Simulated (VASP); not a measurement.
# BePdS3: single point with PBE

BePdS3:

```
Pd S Be
1.0
     3.25290    0.00000    0.00000
     1.62645   -6.77505    0.00000
     0.00000    0.00000   -7.46717
Pd S Be
2 6 2
Direct
  0.99800 0.00400 0.75000
  0.00200 0.99600 0.25000
  0.89300 0.21400 0.01500
  0.10700 0.78600 0.51500
  0.67500 0.65000 0.83600
  0.32500 0.35000 0.33600
  0.66800 0.66400 0.18600
  0.33200 0.33600 0.68600
  0.26210 0.47580 0.01200
  0.73790 0.52420 0.51200
```

```yaml
Program: VASP 6.6.1
Task: single point
Functional: PBE
Potentials_or_basis: VASP PAW PBE potentials, release 64 (Pd, S, Be)
Cutoff: 520 eV
k_mesh: 6 × 6 × 3
Occupations: fermi-dirac, width 0.0935 eV
Spin: no spin polarisation
Dipole_correction: no
Further_INCAR_settings: ALGO = Normal; EDIFF = 1e-06; NBANDS = 41
```

```
Pressure               : -5.3 GPa
Largest force          : 1.591 eV/Å
Band gap on the k mesh : zero (band 30 reaches 6.24 eV, above the bottom of band 31 at 5.58 eV)
```

Forces on the atoms (eV/Å):
```
Pd   0.000 -0.552 -0.618
Pd   0.000  0.552 -0.618
S    0.000 -0.123  0.592
S    0.000  0.123  0.592
S    0.000 -0.612 -1.320
S    0.000  0.612 -1.320
S    0.000 -0.994  1.242
S    0.000  0.994  1.242
Be   0.000  0.217  0.104
Be   0.000 -0.217  0.104
```

Stress tensor (GPa, compression positive):
```
 -3.76   0.00   0.00
  0.00 -10.65   0.00
  0.00   0.00  -1.54
```

Levels at points of the mesh, in eV from the Fermi level:
```csv
k point,band 27,band 28,band 29,band 30,band 31,band 32,band 33,band 34
"(0.00, 0.00, 0.00)",-0.60,-0.34,-0.28,0.12,0.37,0.52,0.71,1.59
"(0.50, 0.00, 0.00)",-1.39,-1.26,-0.78,-0.43,0.06,0.31,0.59,1.24
"(0.00, 0.50, 0.00)",-0.87,-0.30,-0.14,-0.04,0.30,1.05,1.25,1.85
```

It took 4.1 min on 1 thread of Intel(R) Xeon(R) Platinum 8488C (Sapphire Rapids), on a shared host, peak memory 0.33 GiB.

Caveat: forces of over 1 eV/Å act on the atoms, so gaps and moduli don't describe the material at rest.
